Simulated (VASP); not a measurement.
A run of VASP 6.6.1 is set up as follows.

INCAR

```
SYSTEM = MgSn4N
PREC = Accurate ; ENCUT = 600
EDIFF = 1E-6 ; ISMEAR = 0
SIGMA = 0.1 ; LREAL = .FALSE.
LASPH = .TRUE. ; NELM = 80
ALGO = Normal ; ISIF = 3
LWAVE = .FALSE. ; LCHARG = .FALSE.
GGA = PE ; IBRION = 2
NSW = 90 ; EDIFFG = -0.04
```

File KPOINTS:

```
regular mesh
0
G
  6 6 4
  0 0 0
```

POSCAR

```
MgSn4N
1.0
    5.4333229700      0.0000000000      0.0000000000
   -2.7166614900      4.7053957200      0.0000000000
    0.0000000000      0.0000000000      6.2677619800
Mg Sn N
1 4 1
Direct
    0.0000000000      0.0000000000      0.5000000000
    0.3333333300      0.6666666700      0.5000000000
    0.6666666700      0.3333333300      0.5000000000
    0.3333333300      0.6666666700      0.0000000000
    0.6666666700      0.3333333300      0.0000000000
    0.0000000000      0.0000000000      0.0000000000
```

Potentials or basis: VASP PAW PBE potentials, release 64 (Mg, Sn_d, N).

Launch:

```bash
$ cat potpaw_PBE.64/Mg/POTCAR potpaw_PBE.64/Sn_d/POTCAR potpaw_PBE.64/N/POTCAR > POTCAR
$ mpirun -np 1 vasp_std > vasp.out
```

(1) What does it give for the relaxed cell?

(2) Predict the space group after relaxing (to 0.05 Å).

(3) What does it give for the relaxed volume?

## Answers

(1) a = 5.277 Å, b = 5.277 Å, c = 5.816 Å, α = 90.00°, β = 90.00°, γ = 120.00°.

(2) P6/mmm (No. 191).

(3) 23.38 Å³/atom.
